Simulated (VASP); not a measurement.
# Ba3ZnF (Pm-3m) in VASP: single point with PBE

Aim: the single point of Ba3ZnF with PBE.

Program: VASP 6.6.1. These are calculated values, not measurements. Logs are shortened: lines on timing, memory, paths and dates and some standing lists are left out, and cuts for length are marked.

### Step 1. The cell of the first run

The structure is cubic, space group Pm-3m (No. 221). The conventional cell has a = 4.953 Å, b = 4.953 Å, c = 4.953 Å, α = 90.00°, β = 90.00°, γ = 90.00°. Ba (site symmetry 4/mmm) has 2 F at 2.48 Å within 3.3 Å. Within 4.6 Å of Zn (site symmetry m-3m) lie 12 Ba at 3.50 Å and 8 F at 4.29 Å. Within 3.3 Å of F (site symmetry m-3m) lie 6 Ba at 2.48 Å.

The cell was built from a structure type or drawn by symmetry, and may not be a known phase.

### Step 2. Single point, PBE

Contents of INCAR:

```
SYSTEM = Ba3ZnF
PREC = Accurate
ENCUT = 520
EDIFF = 1E-6
ISMEAR = 0
SIGMA = 0.1
LREAL = .False.
LASPH = .True.
NELM = 60
ALGO = Normal
ISIF = 2
LWAVE = .False.
LCHARG = .False.
GGA = PE
NBANDS = 32
```

Contents of KPOINTS:

```
regular mesh
0
Gamma
  4 4 4
  0 0 0
```

Contents of POSCAR:

```
Ba3ZnF
1.0
    4.9529792300      0.0000000000      0.0000000000
    0.0000000000      4.9529792300      0.0000000000
    0.0000000000      0.0000000000      4.9529792300
Ba Zn F
3 1 1
Direct
    0.0000000000      0.5000000000      0.5000000000
    0.5000000000      0.0000000000      0.5000000000
    0.5000000000      0.5000000000      0.0000000000
    0.0000000000      0.0000000000      0.0000000000
    0.5000000000      0.5000000000      0.5000000000
```

Potentials or basis: VASP PAW PBE potentials, release 64 (Ba_sv, Zn, F).

Command:

```
> cat potpaw_PBE.64/Ba_sv/POTCAR potpaw_PBE.64/Zn/POTCAR potpaw_PBE.64/F/POTCAR > POTCAR
> mpirun -np 1 vasp_std > vasp.out
```

OUTCAR:

```text
SYSTEM = Ba3ZnF
   PREC = Accurate
   ENCUT = 520
   EDIFF = 1E-6
   ISMEAR = 0
   LREAL = .False.
   LASPH = .True.
   NELM = 60
   ISIF = 2
   GGA = PE

 ion  position               nearest neighbor table
   1  0.000  0.500  0.500-   5 2.48   5 2.48   4 3.50   2 3.50   3 3.50   4 3.50   2 3.50   4 3.50
                             4 3.50   2 3.50   3 3.50   3 3.50   3 3.50   2 3.50
   2  0.500  0.000  0.500-   5 2.48   5 2.48   4 3.50   1 3.50   3 3.50   4 3.50   1 3.50   3 3.50
                             3 3.50   3 3.50   1 3.50   4 3.50   4 3.50   1 3.50
   3  0.500  0.500  0.000-   5 2.48   5 2.48   4 3.50   1 3.50   1 3.50   2 3.50   2 3.50   2 3.50
                             4 3.50   2 3.50   1 3.50   4 3.50   1 3.50   4 3.50
   4  0.000  0.000  0.000-   1 3.50   2 3.50   3 3.50   1 3.50   2 3.50   1 3.50   3 3.50   1 3.50
                             2 3.50   3 3.50   2 3.50   3 3.50
   5  0.500  0.500  0.500-   1 2.48   2 2.48   3 2.48   3 2.48   2 2.48   1 2.48

  LATTYP: Found a simple cubic cell.
 ALAT       =     4.9529792300

  Lattice vectors:

 A1 = (   4.9529792300,   0.0000000000,   0.0000000000)
 A2 = (   0.0000000000,   4.9529792300,   0.0000000000)
 A3 = (   0.0000000000,   0.0000000000,   4.9529792300)

Analysis of symmetry for initial positions (statically):
=====================================================================
 Subroutine PRICEL returns:
 Original cell was already a primitive cell.

 Routine SETGRP: Setting up the symmetry group for a
 simple cubic supercell.

 Subroutine GETGRP returns: Found 48 space group operations
 (whereof 48 operations were pure point group operations)
 out of a pool of 48 trial point group operations.

The static configuration has the point symmetry O_h .

Analysis of symmetry for dynamics (positions and initial velocities):
=====================================================================
 Subroutine PRICEL returns:
 Original cell was already a primitive cell.

 Routine SETGRP: Setting up the symmetry group for a
 simple cubic supercell.

 Subroutine GETGRP returns: Found 48 space group operations
 (whereof 48 operations were pure point group operations)
 out of a pool of 48 trial point group operations.

The dynamic configuration has the point symmetry O_h .

 Subroutine INISYM returns: Found 48 space group operations
 (whereof 48 operations are pure point group operations),
 and found     1 'primitive' translations

----------------------------------------------------------------------------------------

                                     Primitive cell

  volume of cell :     121.5065

  direct lattice vectors                    reciprocal lattice vectors
     4.952979230  0.000000000  0.000000000     0.201898686  0.000000000  0.000000000
     0.000000000  4.952979230  0.000000000     0.000000000  0.201898686  0.000000000
     0.000000000  0.000000000  4.952979230     0.000000000  0.000000000  0.201898686

  length of vectors
     4.952979230  4.952979230  4.952979230     0.201898686  0.201898686  0.201898686

  position of ions in fractional coordinates (direct lattice)
     0.000000000  0.500000000  0.500000000
     0.500000000  0.000000000  0.500000000
     0.500000000  0.500000000  0.000000000
     0.000000000  0.000000000  0.000000000
     0.500000000  0.500000000  0.500000000

  ion indices of the primitive-cell ions
   primitive index   ion index
                 1           1
                 2           2
                 3           3
                 4           4
                 5           5

----------------------------------------------------------------------------------------

 KPOINTS: regular mesh

Automatic generation of k-mesh.
 Grid dimensions read from file:
 generate k-points for:    4    4    4

 Generating k-lattice:

  Cartesian coordinates                     Fractional coordinates (reciprocal lattice)
     0.050474672  0.000000000  0.000000000     0.250000000  0.000000000  0.000000000
     0.000000000  0.050474672  0.000000000     0.000000000  0.250000000  0.000000000
     0.000000000  0.000000000  0.050474672     0.000000000  0.000000000  0.250000000

  Length of vectors
     0.050474672  0.050474672  0.050474672

  Shift w.r.t. Gamma in fractional coordinates (k-lattice)
     0.000000000  0.000000000  0.000000000

 Subroutine IBZKPT returns following result:
 ===========================================

 Found     10 irreducible k-points:

 Following reciprocal coordinates:
            Coordinates               Weight
  0.000000  0.000000  0.000000      1.000000
  0.250000  0.000000  0.000000      6.000000
  0.500000  0.000000  0.000000      3.000000
  0.250000  0.250000  0.000000     12.000000
  0.500000  0.250000  0.000000     12.000000
  0.500000  0.500000  0.000000      3.000000
  0.250000  0.250000  0.250000      8.000000
  0.500000  0.250000  0.250000     12.000000
  0.500000  0.500000  0.250000      6.000000
  0.500000  0.500000  0.500000      1.000000
   k-points           NKPTS =     10   k-points in BZ     NKDIM =     10   number of bands    NBANDS=     32
   number of dos      NEDOS =    301   number of ions     NIONS =      5
   total plane-waves  NPLWV =  64000
   dimension x,y,z NGX =    40 NGY =   40 NGZ =   40
   dimension x,y,z NGXF=    80 NGYF=   80 NGZF=   80
   ions per type =               3   1   1
   NGX,Y,Z   is equivalent  to a cutoff of  13.43, 13.43, 13.43 a.u.
   NGXF,Y,Z  is equivalent  to a cutoff of  26.85, 26.85, 26.85 a.u.
 SYSTEM =  Ba3ZnF
   PREC   = accura    normal or accurate (medium, high low for compatibility)
   ISTART =      0    job   : 0-new  1-cont  2-samecut
   ICHARG =      2    charge: 1-file 2-atom 10-const
   ISPIN  =      1    spin polarized calculation?
   LNONCOLLINEAR =      F non collinear calculations
   LSORBIT =      F    spin-orbit coupling
   LASPH  =      T    aspherical Exc in radial PAW
   ENCUT  =  520.0 eV  38.22 Ry    6.18 a.u.   9.21  9.21  9.21*2*pi/ulx,y,z
   NELM   =     60;   NELMIN=  2; NELMDL= -5     # of ELM steps
   EDIFF  = 0.1E-05   stopping-criterion for ELM
   LREAL  =      F    real-space projection
   EDIFFG = 0.1E-04   stopping-criterion for IOM
   NSW    =      0    number of steps for IOM
   IBRION =     -1    ionic relax: 0-MD 1-quasi-New 2-CG
   NFREE  =      0    steps in history (QN), initial steepest desc. (CG)
   ISIF   =      2    stress and relaxation
   ISYM   =      2    0-nonsym 1-usesym 2-fastsym
   POTIM  = 0.5000    time-step for ionic-motion
   TEBEG  =    0.0;   TEEND  =   0.0 temperature during run
   PSTRESS=    0.0 pullay stress
   NELECT =      49.0000    total number of electrons
   NUPDOWN=      -1.0000    fix difference up-down
   EMIN   =  10.00;   EMAX   =-10.00  energy-range for DOS
   EFERMI =   0.00;   METHOD = LEGACY
   ISMEAR =     0;   SIGMA  =   0.10  broadening in eV -4-tet -1-fermi 0-gaus
   EFERMI_NEDOS =   21; number of points for ismear=-14 and -15
   IALGO  =     38    algorithm
   IMIX   =      4    mixing-type and parameters
     AMIX     =   0.40;   BMIX     =  1.00
     AMIX_MAG =   1.60;   BMIX_MAG =  1.00
  volume/ion in A,a.u.               =      24.30       163.99
  Fermi-wavevector in a.u.,A,eV,Ry     =   1.209503  2.285630 19.903935  1.462898
  Thomas-Fermi vector in A             =   2.345079
   LORBIT       =      0    0 simple, 1 ext, 2 COOP (PROOUT), +10 PAW based schemes
   GGA     = PE    functional components
   LHFCALC =     F    Hartree Fock is set to
   AEXX    =    0.0000 exact exchange contribution
   IVDW    =     0    specifies the selected vdW correction
   LEPSILON=     F    determine dielectric tensor
   LRPA    =     F    only Hartree local field effects (RPA)
 non-spin polarized calculation
 Gauss-broadening in eV      SIGMA  =   0.10
  energy-cutoff  :      520.00
  volume of cell :      121.51
 maximum number of plane-waves:      3328
 NGX is ok and might be reduce to    40
   NGX = 19   NGY = 19   NGZ = 19

 number of electron      49.0000008 magnetization

 Free energy of the ion-electron system (eV)
  ---------------------------------------------------
  ext. energy  EPLUGINS =         0.00000000
  ---------------------------------------------------
  free energy    TOTEN  =       -11.51524060 eV

  energy without entropy =      -11.48581680  energy(sigma->0) =      -11.50052870

 E-fermi :   4.5080     XC(G=0): -10.0806

 val. band max:        4.3331563333   @ k =   0.5000   0.2500   0.0000
 cond. band min:       4.5310646848   @ k =   0.5000   0.5000   0.2500
 fundamental gap:      0.1979083515
 Fermi energy:         4.5080030597

 k-point     1 :       0.0000    0.0000    0.0000
  band No.  band energies     occupation
      1     -24.9866      2.00000
      2     -23.6180      2.00000
      3     -23.6180      2.00000
      4     -22.2285      2.00000
      5     -11.0627      2.00000
      6     -11.0627      2.00000
[... 24 lines left out ...]
     31       7.0941      0.00000
     32       8.6021      0.00000

 k-point     2 :       0.2500    0.0000    0.0000
  band No.  band energies     occupation
      1     -24.8610      2.00000
      2     -23.7231      2.00000
      3     -23.6158      2.00000
      4     -22.3292      2.00000
      5     -10.9414      2.00000
      6     -10.9414      2.00000
[... 24 lines left out ...]
     31       7.6051      0.00000
     32       7.7298      0.00000
[... 243 lines left out ...]
     31       7.0974      0.00000
     32       8.9164      0.00000

 k-point    10 :       0.5000    0.5000    0.5000
  band No.  band energies     occupation
      1     -23.8639      2.00000
      2     -23.8639      2.00000
      3     -23.8639      2.00000
      4     -23.3041      2.00000
      5     -10.1606      2.00000
      6     -10.1606      2.00000
[... 24 lines left out ...]
     31       6.5503      0.00000
     32       9.3353      0.00000

------------------------ aborting loop because EDIFF is reached ----------------------------------------

  FORCE on cell =-STRESS in cart. coord.  units (eV):
  Direction    XX          YY          ZZ          XY          YZ          ZX
  --------------------------------------------------------------------------------------
  -------------------------------------------------------------------------------------
  Total       13.8692296     13.8692296     13.8692296      0.0000000      0.0000000     -0.0000000
  in kB      182.8788153    182.8788153    182.8788153      0.0000000      0.0000000     -0.0000000
  external PRESSURE =     182.8788153 kB  Pullay stress =       0.0000000 kB

 VOLUME and BASIS-vectors are now :
 -----------------------------------------------------------------------------
  energy-cutoff  :      520.00
  volume of cell :      121.51
      direct lattice vectors                 reciprocal lattice vectors
     4.952979230  0.000000000  0.000000000     0.201898686  0.000000000  0.000000000
     0.000000000  4.952979230  0.000000000     0.000000000  0.201898686  0.000000000
     0.000000000  0.000000000  4.952979230     0.000000000  0.000000000  0.201898686

 POSITION                                       TOTAL-FORCE (eV/Angst)
 -----------------------------------------------------------------------------------
      0.00000      2.47649      2.47649         0.000000      0.000000      0.000000
      2.47649      0.00000      2.47649         0.000000      0.000000      0.000000
      2.47649      2.47649      0.00000         0.000000      0.000000      0.000000
      0.00000      0.00000      0.00000         0.000000      0.000000      0.000000
      2.47649      2.47649      2.47649         0.000000      0.000000      0.000000
 -----------------------------------------------------------------------------------
    total drift:                                0.000000      0.000000     -0.000000

  FREE ENERGIE OF THE ION-ELECTRON SYSTEM (eV)
  ---------------------------------------------------
  free  energy   TOTEN  =       -11.5152405955 eV

  energy  without entropy=      -11.4858168007  energy(sigma->0) =      -11.50052870
```

It took 62 s on 1 thread of Intel Xeon Platinum 8175M at 2.50GHz (Skylake/Cascade Lake), shared host; peak memory 0.25 GiB.

Results:

* Free energy: -11.5152 eV
* Pressure: 18.3 GPa
* Band gap on the k mesh: zero (an odd number of electrons rules out a gap without spin polarisation)

Caveat: the cell stands under pressure; spin-orbit coupling is left out, which moves the levels of the heavy elements; an odd number of electrons without spin polarisation forces a metal; a magnetic or distorted state may lie lower.
